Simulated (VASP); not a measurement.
# Ru (P6_3/mmc) in VASP: settings compared

Aim: see how the results for Ru move with the level of theory and the settings. Levels: LDA, BHLYP, HSE06. Tasks: single point.

Everything below comes from runs of VASP 6.6.1. Logs are shortened: lines on timing, memory, paths and dates and some standing lists are left out, and cuts for length are marked.

### Step 1. The cell of the first run

Symmetry: P6_3/mmc, No. 194, hexagonal system. Conventional cell: a = 2.706 Å, b = 2.706 Å, c = 4.282 Å, α = 90.00°, β = 90.00°, γ = 120.00°. Ru (site symmetry -6m2) has 12 Ru at 2.65 to 2.71 Å within 3.5 Å.

### Step 2. Single point, LDA, non-collinear spin, zero start, spin-orbit coupling

File INCAR:

```
ALGO = Normal ; EDIFF = 1E-6
ENCUT = 520 ; GGA = CA
GGA_COMPAT = F ; ISIF = 2
ISMEAR = -1 ; LASPH = T
LCHARG = T ; LMAXMIX = 4
LORBIT = 11 ; LORBMOM = T
LREAL = F ; LSORBIT = T
LVHAR = T ; LWAVE = F
MAGMOM = 0 0 0 0 0 0 ; NBANDS = 40
NELM = 150 ; PREC = Accurate
SIGMA = 0.05
```

File KPOINTS:

```
k-points
0
Gamma
  11 11 6
```

File POSCAR:

```
Ru
1.0
    2.7058000000      0.0000000000      0.0000000000
   -1.3529000000      2.3432915376      0.0000000000
    0.0000000000      0.0000000000      4.2819000000
Ru
2
Direct
    0.6666666667      0.3333333333      0.7500000000
    0.3333333333      0.6666666667      0.2500000000
```

Potentials or basis: VASP PAW LDA potentials, release 64 (Ru_pv).

The run is started by

```
cat potpaw_LDA.64/Ru_pv/POTCAR > POTCAR
mpirun -np 1 vasp_ncl > vasp.out
```

OUTCAR:

```text
EDIFF = 1E-6
   ENCUT = 520
   GGA = CA
   ISIF = 2
   ISMEAR = -1
   LASPH = T
   LORBIT = 11
   LREAL = F
   LSORBIT = T
   NELM = 150
   PREC = Accurate

 ion  position               nearest neighbor table
   1  0.667  0.333  0.750-   2 2.65   2 2.65   2 2.65   2 2.65   2 2.65   2 2.65
   2  0.333  0.667  0.250-   1 2.65   1 2.65   1 2.65   1 2.65   1 2.65   1 2.65

  LATTYP: Found a hexagonal cell.
 ALAT       =     2.7058000000
 C/A-ratio  =     1.5824894671

  Lattice vectors:

 A1 = (   2.7058000000,   0.0000000000,   0.0000000000)
 A2 = (  -1.3529000000,   2.3432915376,   0.0000000000)
 A3 = (   0.0000000000,   0.0000000000,   4.2819000000)

Analysis of symmetry for initial positions (statically):
=====================================================================
 Subroutine PRICEL returns:
 Original cell was already a primitive cell.

 Routine SETGRP: Setting up the symmetry group for a
 hexagonal supercell.

 Subroutine GETGRP returns: Found 24 space group operations
 (whereof 12 operations were pure point group operations)
 out of a pool of 24 trial point group operations.

The static configuration has the point symmetry D_3d.
 The point group associated with its full space group is D_6h.

Analysis of symmetry for dynamics (positions and initial velocities):
=====================================================================
 Subroutine PRICEL returns:
 Original cell was already a primitive cell.

 Routine SETGRP: Setting up the symmetry group for a
 hexagonal supercell.

 Subroutine GETGRP returns: Found 24 space group operations
 (whereof 12 operations were pure point group operations)
 out of a pool of 24 trial point group operations.

The dynamic configuration has the point symmetry D_3d.
 The point group associated with its full space group is D_6h.

Analysis of structural, dynamic, and magnetic symmetry:
=====================================================================
 Subroutine PRICEL returns:
 Original cell was already a primitive cell.

 Routine SETGRP: Setting up the symmetry group for a
 hexagonal supercell.

 Subroutine GETGRP returns: Found 24 space group operations
 (whereof 12 operations were pure point group operations)
 out of a pool of 24 trial point group operations.

The overall configuration has the point symmetry D_3d.
 The point group associated with its full space group is D_6h.

 Subroutine INISYM returns: Found 24 space group operations
 (whereof 12 operations are pure point group operations),
 and found     1 'primitive' translations

----------------------------------------------------------------------------------------

                                     Primitive cell

  volume of cell :      27.1493

  direct lattice vectors                    reciprocal lattice vectors
     2.705800000  0.000000000  0.000000000     0.369576465  0.213375072  0.000000000
    -1.352900000  2.343291538  0.000000000     0.000000000  0.426750144  0.000000000
     0.000000000  0.000000000  4.281900000     0.000000000  0.000000000  0.233541185

  length of vectors
     2.705800000  2.705800000  4.281900000     0.426750144  0.426750144  0.233541185

  position of ions in fractional coordinates (direct lattice)
     0.666666667  0.333333333  0.750000000
     0.333333333  0.666666667  0.250000000

  ion indices of the primitive-cell ions
   primitive index   ion index
                 1           1
                 2           2

----------------------------------------------------------------------------------------

 KPOINTS: k-points

Automatic generation of k-mesh.
 Grid dimensions read from file:
 generate k-points for:   11   11    6

[... 101 lines left out ...]

 number of electron      28.0000008 magnetization      -0.0000000     -0.0000000     -0.0000000

 number of electron      28.0000008 magnetization       0.0000000      0.0000000     -0.0000000

 number of electron      28.0000008 magnetization       0.0000000      0.0000000      0.0000000

 Free energy of the ion-electron system (eV)
  ---------------------------------------------------
  ext. energy  EPLUGINS =         0.00000000
  ---------------------------------------------------
  free energy    TOTEN  =       -21.62813718 eV

  energy without entropy =      -21.61155921  energy(sigma->0) =      -21.61984819

 E-fermi :  12.6352     XC(G=0): -14.3822

 val. band max:       12.5631812412   @ k =   0.0909   0.0000   0.3333
 cond. band min:      12.6361446583   @ k =   0.2727   0.0000   0.0000
 fundamental gap:      0.0729634170
 Fermi energy:        12.6352022202

 k-point     1 :       0.0000    0.0000    0.0000
  band No.  band energies     occupation
      1     -32.4163      1.00000
      2     -32.4163      1.00000
      3     -31.9248      1.00000
      4     -31.9248      1.00000
      5     -29.3322      1.00000
      6     -29.3322      1.00000
[... 1021 lines left out ...]
     39      22.6699      0.00000
     40      22.6699      0.00000

 [... further k-points ...]

------------------------ aborting loop because EDIFF is reached ----------------------------------------

  FORCE on cell =-STRESS in cart. coord.  units (eV):
  Direction    XX          YY          ZZ          XY          YZ          ZX
  --------------------------------------------------------------------------------------
  -------------------------------------------------------------------------------------
  Total       -1.8537841     -1.8537841     -1.9831909     -0.0000000      0.0000000      0.0000000
  in kB     -109.3984567   -109.3984567   -117.0352198     -0.0000000      0.0000000      0.0000000
  external PRESSURE =    -111.9440444 kB  Pullay stress =       0.0000000 kB

 VOLUME and BASIS-vectors are now :
 -----------------------------------------------------------------------------
  energy-cutoff  :      520.00
  volume of cell :       27.15
      direct lattice vectors                 reciprocal lattice vectors
     2.705800000  0.000000000  0.000000000     0.369576465  0.213375072  0.000000000
    -1.352900000  2.343291538  0.000000000     0.000000000  0.426750144  0.000000000
     0.000000000  0.000000000  4.281900000     0.000000000  0.000000000  0.233541185

 POSITION                                       TOTAL-FORCE (eV/Angst)
 -----------------------------------------------------------------------------------
      1.35290      0.78110      3.21143        -0.000000     -0.000000      0.000000
     -0.00000      1.56219      1.07048         0.000000      0.000000     -0.000000
 -----------------------------------------------------------------------------------
    total drift:                                0.000000     -0.000000      0.000000

  FREE ENERGIE OF THE ION-ELECTRON SYSTEM (eV)
  ---------------------------------------------------
  free  energy   TOTEN  =       -21.6281371787 eV

  energy  without entropy=      -21.6115592078  energy(sigma->0) =      -21.61984819

 orbital moment (x)

 # of ion     p       d       tot
 ----------------------------------------
  1        -0.000  -0.000  -0.000
  2        -0.000  -0.000  -0.000
 ----------------------------------------
           -0.000  -0.000  -0.000

 orbital moment (y)

 # of ion     p       d       tot
 ----------------------------------------
  1         0.000  -0.000  -0.000
  2         0.000  -0.000  -0.000
 ----------------------------------------
            0.000  -0.000  -0.000

 orbital moment (z)

 # of ion     p       d       tot
 ----------------------------------------
  1         0.000   0.000   0.000
  2         0.000   0.000   0.000
 ----------------------------------------
            0.000   0.000   0.000

 Spin-Orbit-Coupling matrix elements

 Ion:    1  E_soc:     -0.2732078
 l=   1
     0.0000000    -0.0376910    -0.0377239
    -0.0376910     0.0000000    -0.0376910
    -0.0377239    -0.0376910     0.0000000
 l=   2
     0.0000000    -0.0015961     0.0000000    -0.0015961    -0.0063632
    -0.0015961     0.0000000    -0.0045569    -0.0016369    -0.0015961
     0.0000000    -0.0045569     0.0000000    -0.0045569     0.0000000
    -0.0015961    -0.0016369    -0.0045569     0.0000000    -0.0015961
    -0.0063632    -0.0015961     0.0000000    -0.0015961     0.0000000
 l=   3
     0.0000000     0.0000000     0.0000000     0.0000000     0.0000000     0.0000000     0.0000000
     0.0000000     0.0000000     0.0000000     0.0000000     0.0000000     0.0000000     0.0000000
     0.0000000     0.0000000     0.0000000     0.0000000     0.0000000     0.0000000     0.0000000
     0.0000000     0.0000000     0.0000000     0.0000000     0.0000000     0.0000000     0.0000000
     0.0000000     0.0000000     0.0000000     0.0000000     0.0000000     0.0000000     0.0000000
     0.0000000     0.0000000     0.0000000     0.0000000     0.0000000     0.0000000     0.0000000
     0.0000000     0.0000000     0.0000000     0.0000000     0.0000000     0.0000000     0.0000000

 Ion:    2  E_soc:     -0.2732078
 l=   1
     0.0000000    -0.0376910    -0.0377239
    -0.0376910     0.0000000    -0.0376910
    -0.0377239    -0.0376910     0.0000000
 l=   2
     0.0000000    -0.0015961     0.0000000    -0.0015961    -0.0063632
    -0.0015961     0.0000000    -0.0045569    -0.0016369    -0.0015961
     0.0000000    -0.0045569     0.0000000    -0.0045569     0.0000000
    -0.0015961    -0.0016369    -0.0045569     0.0000000    -0.0015961
    -0.0063632    -0.0015961     0.0000000    -0.0015961     0.0000000
 l=   3
     0.0000000     0.0000000     0.0000000     0.0000000     0.0000000     0.0000000     0.0000000
     0.0000000     0.0000000     0.0000000     0.0000000     0.0000000     0.0000000     0.0000000
     0.0000000     0.0000000     0.0000000     0.0000000     0.0000000     0.0000000     0.0000000
     0.0000000     0.0000000     0.0000000     0.0000000     0.0000000     0.0000000     0.0000000
     0.0000000     0.0000000     0.0000000     0.0000000     0.0000000     0.0000000     0.0000000
     0.0000000     0.0000000     0.0000000     0.0000000     0.0000000     0.0000000     0.0000000
     0.0000000     0.0000000     0.0000000     0.0000000     0.0000000     0.0000000     0.0000000

 total charge

# of ion       s       p       d       tot
------------------------------------------
    1        0.407   6.318   5.951  12.676
    2        0.407   6.318   5.951  12.676
--------------------------------------------------
tot          0.814  12.635  11.902  25.351

 magnetization (x)

# of ion       s       p       d       tot
------------------------------------------
    1        0.000   0.000  -0.000  -0.000
    2        0.000   0.000  -0.000  -0.000
--------------------------------------------------
tot          0.000   0.000  -0.000  -0.000

 magnetization (y)

# of ion       s       p       d       tot
------------------------------------------
    1        0.000   0.000   0.000   0.000
    2       -0.000   0.000   0.000  -0.000
--------------------------------------------------
tot         -0.000   0.000   0.000   0.000

 magnetization (z)

# of ion       s       p       d       tot
------------------------------------------
    1        0.000   0.000   0.000   0.000
    2        0.000   0.000   0.000   0.000
--------------------------------------------------
tot          0.000   0.000   0.000   0.000
```

It took 59 s on 1 thread of Intel Xeon 6975P-C (Granite Rapids), shared host; peak memory 0.23 GiB.

Results:

| Property | Result |
| --- | --- |
| Free energy | -21.6281 eV |
| Pressure | -11.2 GPa |
| Net moment | 0.00 μB per cell |
| Valence electrons inside the program's atomic spheres | Ru 12.68 |

Moments on the atoms (μB; x, y, z):
```
Ru  0.00 0.00 0.00
Ru  0.00 0.00 0.00
```

Caveat: the cell stands under tension.

(Continued in part 2 of 2.)
